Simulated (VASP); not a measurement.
The system is AgCl.

```xyz
2
Lattice="-1.9854 1.9854 2.7025 1.9854 -1.9854 2.7025 1.9854 1.9854 -2.7025" Properties=species:S:1:pos:R:3 pbc="T T T"
Ag    0.0000    0.0000    0.3022
Cl    0.0000    0.0000    2.4003
```

```yaml
Program: VASP 6.6.1
Task: relaxation of cell and atoms
Functional: PBE
Potentials_or_basis: VASP PAW PBE potentials, release 64 (Ag, Cl)
Cutoff: 600 eV
k_mesh: 6 × 6 × 6
Occupations: gaussian, width 0.1 eV
Spin: no spin polarisation
```

At the start: pressure 13.7 GPa; volume 21.30 Å³/atom.

**Question.** How do energy, volume and symmetry change on relaxing?

**Answer.** Over 9 steps the energy falls by 406.1 meV/atom and the volume is 22.76 Å³/atom (+6.8 %); space group I4mm (No. 107, to 0.05 Å).

The path:
| step | energy change (eV) | largest force (eV/Å) | pressure (GPa) | volume (Å³) |
| --- | --- | --- | --- | --- |
| 1 | 0.0000 | 4.4922 | 13.73 | 42.61 |
| 2 | -0.6762 | 0.0619 | -4.11 | 54.13 |
| 3 | -0.7814 | 0.0838 | -1.90 | 48.32 |
| 4 | -0.7814 | 0.0997 | -1.80 | 48.20 |
| 5 | -0.8018 | 0.0975 | -0.78 | 46.60 |
| 6 | -0.8085 | 0.0893 | 0.37 | 45.20 |
| 7 | -0.8085 | 0.0885 | 0.41 | 45.14 |
| 8 | -0.8110 | 0.0458 | 0.30 | 45.31 |
| 9 | -0.8122 | 0.0038 | 0.17 | 45.52 |

Final structure:
```xyz
2
Lattice="-1.9257 1.9257 3.0685 1.9257 -1.9257 3.0685 1.9257 1.9257 -3.0685" Properties=species:S:1:pos:R:3 pbc="T T T"
Ag    0.0000    0.0000    0.1750
Cl    0.0000    0.0000    2.8935
```
